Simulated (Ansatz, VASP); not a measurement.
One calculation of MgO, two programs

```xyz
2
Lattice="0.0000 2.1022 2.1022 2.1022 0.0000 2.1022 2.1022 2.1022 0.0000" Properties=species:S:1:pos:R:3 pbc="T T T"
Mg    0.0000    0.0000    0.0000
O     2.1022    2.1022    2.1022
```

Alike in both runs: task single point; functional r2SCAN; dispersion D4; k mesh 8 × 8 × 8; no spin polarisation.

|  | VASP | Ansatz |
| --- | --- | --- |
| version | VASP 6.6.1 | Ansatz 0.2.0 |
| potentials or method | VASP PAW PBE potentials, release 64 (Mg_sv, O) | plane waves |
| plane-wave cutoff (eV) | 920 | 500 |
| occupations | gaussian, width 0.01 eV | fixed |
| valence electrons in the cell | 16 | 16 |

|  | VASP | Ansatz | Ansatz less VASP |
| --- | --- | --- | --- |
| gap on the k mesh at the Fermi level (eV) | 5.70 | 5.68 | -0.016 |
| pressure (GPa) | -0.7 | -1.2 | -0.49 |

VASP's potentials were made for PBE, not for r2SCAN.
